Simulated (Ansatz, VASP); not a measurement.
Mg3O2 in VASP and in Ansatz

```
Mg O
1.0
     1.52609    0.88109    7.48314
    -1.52609    0.88109    7.48314
     0.00000   -1.76218    7.48314
Mg O
3 2
Direct
  0.22341 0.22341 0.22341
  0.77659 0.77659 0.77659
  0.00000 0.00000 0.00000
  0.61246 0.61246 0.61246
  0.38754 0.38754 0.38754
```

Alike in both runs: functional PBE; k mesh 6 × 6 × 6; occupations gaussian, width 0.2 eV; no spin polarisation.

Ansatz relaxed the structure, and its values are those at the end. VASP's run is a single point on that final structure, the one shown.

```csv
,VASP,Ansatz
version,VASP 6.6.1,Ansatz 0.2.0
potentials or method,"VASP PAW PBE potentials, release 64 (Mg, O), cutoff 520 eV","scalar-relativistic, plane waves, PAW"
valence electrons in the cell,18,42
```

Ansatz gave:

* gap on the k mesh at the Fermi level (eV): none
* pressure (GPa): 0.2
* rms of the force components (eV/Å): 0.014

Q: Which values does VASP return?

A: gap on the k mesh at the Fermi level (eV): none; pressure (GPa): -0.3; rms of the force components (eV/Å): 0.009.

A gap of «none» marks a metal or a gap that the smearing closes. VASP's potentials hold 18 valence electrons a cell and Ansatz's 42, so a difference there can come from the potentials and not from the codes.

The k mesh is coarse, so the values compare programs but aren't converged.
